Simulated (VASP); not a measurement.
The system is CaSe.

```xyz
2
Lattice="0.0000 2.9675 2.9097 2.9675 0.0000 2.9097 2.9675 2.9675 0.0000" Properties=species:S:1:pos:R:3 pbc="T T T"
Ca    0.0000    0.0000    0.0000
Se    2.9675    2.9675    2.9097
```

This cell differs from its parent crystal: uniaxial z strain -1.9%.

Base run:

- Program: VASP 6.6.1
- Functional: PBE
- Potentials or basis: VASP PAW PBE potentials, release 64 (Ca_sv, Se)
- Cutoff: 500 eV
- k mesh: 8 × 8 × 8
- Occupations: fermi-dirac, width 0.02 eV
- Spin: no spin polarisation

Its results: band gap on the k mesh 1.99 eV (least direct gap 2.90 eV); pressure 1.8 GPa.

**Question.** The run is repeated on the same cell with these changes: functional from PBE to r2SCAN; cutoff from 500 eV to 550 eV; occupations from fermi-dirac, width 0.02 eV to gaussian, width 0.01 eV. What comes out?

**Answer.** Band gap on the k mesh 2.45 eV (least direct gap 3.39 eV); pressure 1.4 GPa.

Caveats: the PAW data sets were made with another functional, which shifts forces and pressure a little (at least some runs).

A k mesh can miss the band edges.
